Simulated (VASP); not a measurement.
A run of VASP 6.6.1 is set up as follows.

INCAR

```
ALGO = Normal
EDIFF = 1E-6
ENCUT = 520
GGA = PS
ISIF = 2
ISMEAR = 0
LASPH = True
LCHARG = False
LREAL = False
LWAVE = False
NBANDS = 17
NELM = 60
PREC = Accurate
SIGMA = 0.05
```

The input KPOINTS:

```
k-points
0
Gamma
  8 8 8
```

File POSCAR:

```
TePb
1.0
    0.0000000000      3.2270000000      3.2270000000
    3.2270000000      0.0000000000      3.2270000000
    3.2270000000      3.2270000000      0.0000000000
Te Pb
1 1
Direct
    0.5109561014      0.5000000000      0.5000000000
    0.0000000000      0.0000000000      0.0000000000
```

Potentials or basis: VASP PAW PBE potentials, release 64 (Te, Pb_d).

Launch:

```bash
$ cat potpaw_PBE.64/Te/POTCAR potpaw_PBE.64/Pb_d/POTCAR > POTCAR
$ mpirun -np 1 vasp_std > vasp.out
```

(1) Estimate the largest force.

(2) What does it give for the pressure?

(3) Estimate the band gap on the k mesh.

Answers

(1) 0.024 eV/Å.

(2) -0.2 GPa.

(3) 0.67 eV.

Caveat: the PAW data sets were made with another functional, which shifts forces and pressure a little; spin-orbit coupling is left out, which moves the levels of the heavy elements.
